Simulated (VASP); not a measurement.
# Au (Im-3m) in VASP: notebook

Runs on Au. Level: PBE. Tasks: single point, relaxation of cell and atoms.

All numbers are computed with VASP 6.6.1; they aren't measurements. Logs are shortened: lines on timing, memory, paths and dates and some standing lists are left out, and cuts for length are marked.

## (1) The cell of the first run

It takes space group Im-3m (No. 229, cubic). Conventional cell: a = 3.295 Å, b = 3.295 Å, c = 3.295 Å, α = 90.00°, β = 90.00°, γ = 90.00°. Within 3.8 Å of Au (site symmetry m-3m) lie 14 Au at 2.85 to 3.30 Å.

## (2) Single point, PBE

Input file INCAR:

```
ALGO = Normal
EDIFF = 1E-7
ENCUT = 520
GGA = PE
ISIF = 2
ISMEAR = -1
LASPH = True
LCHARG = False
LREAL = False
LWAVE = False
NBANDS = 12
NELM = 100
PREC = Accurate
SIGMA = 0.08
```

Input file KPOINTS:

```
k-points
0
Gamma
  16 16 16
```

Input file POSCAR:

```
Au
1.0
   -1.6476004799      1.6476004799      1.6476004799
    1.6476004799     -1.6476004799      1.6476004799
    1.6476004799      1.6476004799     -1.6476004799
Au
1
Direct
    0.0000000000      0.0000000000      0.0000000000
```

Potentials or basis: VASP PAW PBE potentials, release 64 (Au).

Launch:

```console
> cat potpaw_PBE.64/Au/POTCAR > POTCAR
> mpirun -np 1 vasp_std > vasp.out
```

OUTCAR:

```text
EDIFF = 1E-7
   ENCUT = 520
   GGA = PE
   ISIF = 2
   ISMEAR = -1
   LASPH = True
   LREAL = False
   NELM = 100
   PREC = Accurate

 ion  position               nearest neighbor table
   1  0.000  0.000  0.000-

  LATTYP: Found a body centered cubic cell.
 ALAT       =     3.2952009598

  Lattice vectors:

 A1 = (  -1.6476004799,   1.6476004799,   1.6476004799)
 A2 = (   1.6476004799,  -1.6476004799,   1.6476004799)
 A3 = (   1.6476004799,   1.6476004799,  -1.6476004799)

Analysis of symmetry for initial positions (statically):
=====================================================================
 Subroutine PRICEL returns:
 Original cell was already a primitive cell.

 Routine SETGRP: Setting up the symmetry group for a
 body centered cubic supercell.

 Subroutine GETGRP returns: Found 48 space group operations
[... 9 lines left out ...]

 Routine SETGRP: Setting up the symmetry group for a
 body centered cubic supercell.

 Subroutine GETGRP returns: Found 48 space group operations
[... 11 lines left out ...]
                                     Primitive cell

  volume of cell :      17.8902

  direct lattice vectors                    reciprocal lattice vectors
    -1.647600480  1.647600480  1.647600480     0.000000000  0.303471628  0.303471628
     1.647600480 -1.647600480  1.647600480     0.303471628  0.000000000  0.303471628
     1.647600480  1.647600480 -1.647600480     0.303471628  0.303471628  0.000000000

  length of vectors
     2.853727742  2.853727742  2.853727742     0.429173692  0.429173692  0.429173692

  position of ions in fractional coordinates (direct lattice)
     0.000000000  0.000000000  0.000000000

  ion indices of the primitive-cell ions
   primitive index   ion index
                 1           1

----------------------------------------------------------------------------------------

 KPOINTS: k-points

Automatic generation of k-mesh.
 Grid dimensions read from file:
 generate k-points for:   16   16   16

 Generating k-lattice:

  Cartesian coordinates                     Fractional coordinates (reciprocal lattice)
     0.000000000  0.018966977  0.018966977     0.062500000  0.000000000  0.000000000
     0.018966977  0.000000000  0.018966977     0.000000000  0.062500000  0.000000000
     0.018966977  0.018966977  0.000000000     0.000000000  0.000000000  0.062500000

  Length of vectors
     0.026823356  0.026823356  0.026823356

  Shift w.r.t. Gamma in fractional coordinates (k-lattice)
     0.000000000  0.000000000  0.000000000

 Subroutine IBZKPT returns following result:
 ===========================================

 Found    145 irreducible k-points:

 Following reciprocal coordinates:
            Coordinates               Weight
  0.000000  0.000000  0.000000      1.000000
  0.062500  0.000000  0.000000     12.000000
  0.125000  0.000000  0.000000     12.000000
  0.187500  0.000000  0.000000     12.000000
  0.250000  0.000000  0.000000     12.000000
  0.312500  0.000000  0.000000     12.000000
[... 16 lines left out ...]
  0.187500  0.187500  0.000000     24.000000
  0.250000  0.187500 -0.000000     48.000000
 [... further k-points ...]
   k-points           NKPTS =    145   k-points in BZ     NKDIM =    145   number of bands    NBANDS=     12
   number of dos      NEDOS =    301   number of ions     NIONS =      1
   total plane-waves  NPLWV =  13824
   dimension x,y,z NGX =    24 NGY =   24 NGZ =   24
   dimension x,y,z NGXF=    48 NGYF=   48 NGZF=   48
   ions per type =               1
   NGX,Y,Z   is equivalent  to a cutoff of  13.98, 13.98, 13.98 a.u.
   NGXF,Y,Z  is equivalent  to a cutoff of  27.96, 27.96, 27.96 a.u.
 SYSTEM =  unknown system
   PREC   = accura    normal or accurate (medium, high low for compatibility)
   ISTART =      0    job   : 0-new  1-cont  2-samecut
   ICHARG =      2    charge: 1-file 2-atom 10-const
   ISPIN  =      1    spin polarized calculation?
   LNONCOLLINEAR =      F non collinear calculations
   LSORBIT =      F    spin-orbit coupling
   LASPH  =      T    aspherical Exc in radial PAW
   ENCUT  =  520.0 eV  38.22 Ry    6.18 a.u.   5.31  5.31  5.31*2*pi/ulx,y,z
   NELM   =    100;   NELMIN=  2; NELMDL= -5     # of ELM steps
   EDIFF  = 0.1E-06   stopping-criterion for ELM
   LREAL  =      F    real-space projection
   EDIFFG = 0.1E-05   stopping-criterion for IOM
   NSW    =      0    number of steps for IOM
   IBRION =     -1    ionic relax: 0-MD 1-quasi-New 2-CG
   NFREE  =      0    steps in history (QN), initial steepest desc. (CG)
   ISIF   =      2    stress and relaxation
   ISYM   =      2    0-nonsym 1-usesym 2-fastsym
   POTIM  = 0.5000    time-step for ionic-motion
   TEBEG  =    0.0;   TEEND  =   0.0 temperature during run
   PSTRESS=    0.0 pullay stress
   NELECT =      11.0000    total number of electrons
   NUPDOWN=      -1.0000    fix difference up-down
   EMIN   =  10.00;   EMAX   =-10.00  energy-range for DOS
   EFERMI =   0.00;   METHOD = LEGACY
   ISMEAR =    -1;   SIGMA  =   0.08  broadening in eV -4-tet -1-fermi 0-gaus
   EFERMI_NEDOS =   21; number of points for ismear=-14 and -15
   IALGO  =     38    algorithm
   IMIX   =      4    mixing-type and parameters
     AMIX     =   0.40;   BMIX     =  1.00
     AMIX_MAG =   1.60;   BMIX_MAG =  1.00
  volume/ion in A,a.u.               =      17.89       120.73
  Fermi-wavevector in a.u.,A,eV,Ry     =   1.392089  2.630668 26.366909  1.937913
  Thomas-Fermi vector in A             =   2.515866
   LORBIT       =      0    0 simple, 1 ext, 2 COOP (PROOUT), +10 PAW based schemes
   GGA     = PE    functional components
   LHFCALC =     F    Hartree Fock is set to
   AEXX    =    0.0000 exact exchange contribution
   IVDW    =     0    specifies the selected vdW correction
   LEPSILON=     F    determine dielectric tensor
   LRPA    =     F    only Hartree local field effects (RPA)
 non-spin polarized calculation
  energy-cutoff  :      520.00
  volume of cell :       17.89
 maximum number of plane-waves:       496
 NGX is ok and might be reduce to    24
   NGX = 11   NGY = 11   NGZ = 11

 number of electron      10.9999999 magnetization

 Free energy of the ion-electron system (eV)
  ---------------------------------------------------
  ext. energy  EPLUGINS =         0.00000000
  ---------------------------------------------------
  free energy    TOTEN  =        -3.20219739 eV

  energy without entropy =       -3.19613483  energy(sigma->0) =       -3.19916611

 E-fermi :   8.7361     XC(G=0): -12.4305

 val. band max:        8.6846041887   @ k =  -0.4375   0.4375   0.1250
 cond. band min:       8.7414665112   @ k =   0.3750   0.0625   0.0625
 fundamental gap:      0.0568623225
 Fermi energy:         8.7361113832

 k-point     1 :       0.0000    0.0000    0.0000
  band No.  band energies     occupation
      1      -0.6571      2.00000
      2       4.0699      2.00000
      3       4.0699      2.00000
      4       4.0699      2.00000
      5       5.8581      2.00000
      6       5.8581      2.00000
      7      25.1959      0.00000
      8      25.1959      0.00000
      9      25.1959      0.00000
     10      32.1559      0.00000
     11      32.1559      0.00000
     12      32.1559      0.00000

 k-point     2 :       0.0625    0.0000    0.0000
  band No.  band energies     occupation
      1      -0.5189      2.00000
      2       4.0275      2.00000
      3       4.0741      2.00000
      4       4.1647      2.00000
      5       5.8074      2.00000
      6       5.8610      2.00000
      7      25.1556      0.00000
      8      25.2253      0.00000
      9      25.3672      0.00000
     10      30.7126      0.00000
     11      30.7242      0.00000
     12      31.6466      0.00000

 k-point     3 :       0.1250    0.0000    0.0000
  band No.  band energies     occupation
      1      -0.1176      2.00000
      2       3.9087      2.00000
      3       4.0826      2.00000
      4       4.4429      2.00000
      5       5.6897      2.00000
      6       5.8710      2.00000
      7      24.6779      0.00000
      8      25.1382      0.00000
      9      25.8625      0.00000
     10      28.8892      0.00000
     11      29.4791      0.00000
     12      30.3262      0.00000

 k-point     4 :       0.1875    0.0000    0.0000
  band No.  band energies     occupation
      1       0.4951      2.00000
      2       3.7366      2.00000
      3       4.1052      2.00000
      4       4.8838      2.00000
      5       5.5862      2.00000
      6       5.8905      2.00000
      7      22.9884      0.00000
      8      24.5461      0.00000
      9      26.6263      0.00000
     10      28.2132      0.00000
     11      28.5825      0.00000
     12      29.2817      0.00000

 k-point     5 :       0.2500    0.0000    0.0000
  band No.  band energies     occupation
      1       1.1837      2.00000
      2       3.5412      2.00000
      3       4.2491      2.00000
      4       5.4489      2.00000
      5       5.5633      2.00000
      6       5.9205      2.00000
      7      20.4951      0.00000
      8      23.5454      0.00000
      9      26.7318      0.00000
     10      27.5674      0.00000
     11      28.4008      0.00000
     12      30.0793      0.00000
[... 228 lines left out ...]
      1       2.1865      2.00000
      2       3.1987      2.00000
      3       5.3190      2.00000
      4       5.7180      2.00000
      5       6.3961      2.00000
      6       8.9271      0.16836
      7      13.1966      0.00000
      8      20.0304      0.00000
      9      22.1036      0.00000
     10      29.3562      0.00000
     11      31.2455      0.00000
     12      31.8031      0.00000

 k-point    22 :       0.4375    0.1250    0.0000
  band No.  band energies     occupation
      1       2.1697      2.00000
      2       3.1678      2.00000
      3       5.4912      2.00000
      4       5.6934      2.00000
      5       6.5771      2.00000
      6       9.8528      0.00000
      7      11.9031      0.00000
      8      19.8148      0.00000
      9      21.8937      0.00000
     10      29.6527      0.00000
     11      31.0160      0.00000
     12      31.8750      0.00000

 k-point    23 :       0.1875    0.1875    0.0000
  band No.  band energies     occupation
      1       2.1140      2.00000
      2       3.6297      2.00000
      3       3.7605      2.00000
      4       5.4619      2.00000
      5       6.0391      2.00000
      6       6.8286      2.00000
      7      18.6939      0.00000
      8      20.7300      0.00000
      9      23.8441      0.00000
     10      27.4387      0.00000
     11      31.0068      0.00000
     12      32.9096      0.00000

 k-point    24 :       0.2500    0.1875   -0.0000
  band No.  band energies     occupation
      1       2.4376      2.00000
      2       3.4745      2.00000
      3       4.1227      2.00000
      4       5.5468      2.00000
      5       6.0919      2.00000
      6       7.8638      1.99996
      7      16.5342      0.00000
      8      19.5182      0.00000
      9      23.1140      0.00000
     10      27.9734      0.00000
     11      31.3139      0.00000
     12      33.5051      0.00000

 [... further k-points ...]
[... 5 lines left out ...]
  --------------------------------------------------------------------------------------
  -------------------------------------------------------------------------------------
  Total        0.0698927      0.0698927      0.0698927      0.0000000      0.0000000     -0.0000000
  in kB        6.2593124      6.2593124      6.2593124      0.0000000      0.0000000     -0.0000000
  external PRESSURE =       6.2593124 kB  Pullay stress =       0.0000000 kB

 VOLUME and BASIS-vectors are now :
 -----------------------------------------------------------------------------
  energy-cutoff  :      520.00
  volume of cell :       17.89
      direct lattice vectors                 reciprocal lattice vectors
    -1.647600480  1.647600480  1.647600480     0.000000000  0.303471628  0.303471628
     1.647600480 -1.647600480  1.647600480     0.303471628  0.000000000  0.303471628
     1.647600480  1.647600480 -1.647600480     0.303471628  0.303471628  0.000000000

 POSITION                                       TOTAL-FORCE (eV/Angst)
 -----------------------------------------------------------------------------------
      0.00000      0.00000      0.00000        -0.000000      0.000000     -0.000000
 -----------------------------------------------------------------------------------
    total drift:                               -0.000000      0.000000      0.000000

  FREE ENERGIE OF THE ION-ELECTRON SYSTEM (eV)
  ---------------------------------------------------
  free  energy   TOTEN  =        -3.2021973877 eV

  energy  without entropy=       -3.1961348251  energy(sigma->0) =       -3.19916611
```

Run time: 8.8 s. Hardware: 1 thread of Intel Xeon 6975P-C (Granite Rapids), shared host; peak memory 0.16 GiB.

What came out:

```yaml
Free_energy: -3.2022 eV
Pressure: 0.6 GPa
```

Levels at points of the mesh, in eV from the Fermi level:
```
           k point  band 1  band 2  band 3  band 4  band 5  band 6  band 7  band 8  band 9  band 10
(0.00, 0.00, 0.00)   -9.39   -4.67   -4.67   -4.67   -2.88   -2.88   16.46   16.46   16.46    23.42
(0.50, 0.00, 0.00)   -6.87   -5.67   -3.02   -2.70   -1.46   -0.47    3.25   12.31   13.54    21.10
(0.50, 0.50, 0.50)   -6.46   -6.46   -1.81   -1.81   -1.81    6.21    6.21    6.21    9.12    15.45
```

Caveat: spin-orbit coupling is left out, which moves the levels of the heavy elements.

## (3) Single point, PBE

Input file INCAR:

```
SYSTEM = Au
  PREC = Accurate
  ENCUT = 520
  EDIFF = 1E-6
  ISMEAR = -1
  SIGMA = 0.08
  LREAL = .False.
  LASPH = .True.
  NELM = 80
  ALGO = Normal
  ISIF = 2
  LWAVE = .False.
  LCHARG = .False.
  GGA = PE
  NBANDS = 12
```

Input file KPOINTS:

```
Automatic mesh
0
Gamma
  16 16 16
  0 0 0
```

POSCAR is that of step 2.

Potentials or basis: VASP PAW PBE potentials, release 64 (Au).

Launch:

```console
> cat potpaw_PBE.64/Au/POTCAR > POTCAR
> mpirun -np 1 vasp_std > vasp.out
```

It took 8.1 s on 1 thread of Intel Xeon 6975P-C (Granite Rapids), shared host; peak memory 0.16 GiB.

The run converged. Its results:

* Free energy: -3.2022 eV
* Pressure: 0.6 GPa

Levels at points of the mesh, in eV from the Fermi level:
```tsv
k point	band 1	band 2	band 3	band 4	band 5	band 6	band 7	band 8	band 9	band 10
(0.00, 0.00, 0.00)	-9.39	-4.67	-4.67	-4.67	-2.88	-2.88	16.46	16.46	16.46	23.42
(0.50, 0.00, 0.00)	-6.87	-5.67	-3.02	-2.70	-1.46	-0.47	3.25	12.31	13.54	21.10
(0.50, 0.50, 0.50)	-6.46	-6.46	-1.81	-1.81	-1.81	6.21	6.21	6.21	9.12	15.45
```

Caveat: spin-orbit coupling is left out, which moves the levels of the heavy elements.

(Part 1 of 2 ends here.)
